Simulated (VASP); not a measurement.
Crystal: Cu.

```
CELL_PARAMETERS angstrom
0.00000 1.77302 1.77302
1.77302 0.00000 1.77302
1.77302 1.77302 0.00000
ATOMIC_POSITIONS crystal
Cu 0.00000 0.00000 0.00000
```

Base run:

```yaml
Program: VASP 6.6.1
Functional: PBEsol
Potentials_or_basis: VASP PAW PBE potentials, release 64 (Cu)
Cutoff: 520 eV
k_mesh: 12 × 12 × 12
Occupations: fermi-dirac, width 0.06 eV
Spin: no spin polarisation
```

Its results: pressure 3.3 GPa.

Question: The run is repeated on the same cell with these changes: functional from PBEsol to PBE. What comes out?

Answer: Pressure 12.2 GPa.

PBE binds less tightly than PBEsol, so the same cell stands under more pressure.

Caveats: the PAW data sets were made with another functional, which shifts forces and pressure a little (some runs).
